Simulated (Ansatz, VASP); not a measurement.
## NbSi in VASP and in Ansatz

```
Nb Si
1.0
     0.00000    2.46685    2.46685
     2.46685    0.00000    2.46685
     2.46685    2.46685    0.00000
Nb Si
1 1
Direct
  0.00000 0.00000 0.00000
  0.50000 0.50000 0.50000
```

Change from the starting cell: volume scaled by 0.88, to set the pressure.

Alike in both runs: task single point; functional PBE; k mesh 13 × 13 × 13; occupations fermi-dirac, width 0.1 eV; no spin polarisation.

```csv
,VASP,Ansatz
version,VASP 6.6.1,Ansatz 0.2.0
potentials or method,"VASP PAW PBE potentials, release 64 (Nb_sv, Si)","PAW with Ansatz's default frozen-core files, scalar-relativistic"
plane-wave cutoff (eV),500,420
valence electrons in the cell,17,17
```

```csv
,VASP,Ansatz,Ansatz less VASP
pressure (GPa),24.4,24.6,+0.24
```

The functional is the same, so the differences come from potentials, cutoffs and numerics.
